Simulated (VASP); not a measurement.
Set up this calculation in VASP 6.6.1, as the native input.

- Task: single point
- Functional: PBE
- Potentials or basis: VASP PAW PBE potentials, release 64 (Mg, Pb_d, N)
- Cutoff: 520 eV
- k mesh: 6 × 6 × 2
- Occupations: gaussian, width 0.01 eV
- Spin: no spin polarisation
- Dipole correction: no
- Further INCAR settings: ALGO = Normal; EDIFF = 1e-06; NBANDS = 28

The structure of MgPb2N2 lies in POSCAR:

```
MgPb2N2
1.0
    3.3891550003      0.0000000000      0.0000000000
   -1.6945775001      2.9350943276      0.0000000000
    0.0000000000      0.0000000000      9.2490763709
Mg Pb N
1 2 2
Direct
    0.0000000000      0.0000000000      0.0000000000
    0.6666666667      0.3333333333      0.2861007558
    0.3333333333      0.6666666667      0.7138992442
    0.6666666667      0.3333333333      0.8615959139
    0.3333333333      0.6666666667      0.1384040861
```

These files were run (other wordings do the same):

INCAR

```
SYSTEM = MgPb2N2
PREC = Accurate ; ENCUT = 520
EDIFF = 1E-6 ; ISMEAR = 0
SIGMA = 0.01 ; LREAL = .False.
LASPH = .True. ; NELM = 100
ALGO = Normal ; ISIF = 2
LWAVE = .False. ; LCHARG = .False.
GGA = PE ; NBANDS = 28
```

KPOINTS

```
regular mesh
0
Gamma
  6 6 2
  0 0 0
```

Potentials or basis: VASP PAW PBE potentials, release 64 (Mg, Pb_d, N).

Run with:

```sh
$ cat potpaw_PBE.64/Mg/POTCAR potpaw_PBE.64/Pb_d/POTCAR potpaw_PBE.64/N/POTCAR > POTCAR
$ mpirun -np 1 vasp_std > vasp.out
```

It gave:

```json
{
 "Pressure": "-0.1 GPa",
 "Largest force": "0.035 eV/Å",
 "Band gap on the k mesh": "0.63 eV"
}
```

Caveat: spin-orbit coupling is left out, which moves the levels of the heavy elements.

Wall time 44 s on 1 thread of Intel(R) Xeon(R) Platinum 8259CL CPU @ 2.50GHz (Skylake/Cascade Lake) (shared host), peak memory 0.23 GiB.
